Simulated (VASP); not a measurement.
## Pt: single point with LDA

Crystal: Pt.

```
Pt
1.0
     0.00000    2.00818    1.77483
     2.00818    0.00000    1.77483
     2.00818    2.00818    0.00000
Pt
1
Direct
  0.00000 0.00000 0.00000
```

```yaml
Program: VASP 6.6.1
Task: single point
Functional: LDA
Potentials_or_basis: VASP PAW LDA potentials, release 64 (Pt)
Cutoff: 520 eV
k_mesh: 22 × 22 × 22
Occupations: gaussian, width 0.15 eV
Spin: no spin polarisation
Dipole_correction: no
Further_INCAR_settings: ALGO = Fast; EDIFF = 1e-06; NBANDS = 11
```

- Pressure: 12.5 GPa
- Band gap on the k mesh: zero (bands 5 and 6 overlap by 3.00 eV)

Stress tensor (GPa, compression positive):
```
 9.65  0.00  0.00
 0.00  9.65  0.00
 0.00  0.00 18.27
```

Levels at points of the mesh, in eV from the Fermi level:
| k point | band 2 | band 3 | band 4 | band 5 | band 6 | band 7 | band 8 | band 9 |
| --- | --- | --- | --- | --- | --- | --- | --- | --- |
| (0.00, 0.00, 0.00) | -4.44 | -4.44 | -3.02 | -2.63 | -0.98 | 14.81 | 18.61 | 18.61 |
| (0.50, 0.00, 0.00) | -4.89 | -3.27 | -0.56 | -0.30 | 0.56 | 6.45 | 13.87 | 18.26 |
| (0.50, 0.50, 0.00) | -7.17 | 0.12 | 0.65 | 0.65 | 3.58 | 10.13 | 10.13 | 11.79 |
| (0.50, 0.00, 0.50) | -6.99 | -0.08 | 0.01 | 0.97 | 1.08 | 8.54 | 11.92 | 13.05 |

Run time: 2.4 min on 1 thread of Intel Xeon 8259CL, on a shared host, peak memory 0.25 GiB.

Caveat: the cell stands under pressure; spin-orbit coupling is left out, which moves the levels of the heavy elements.
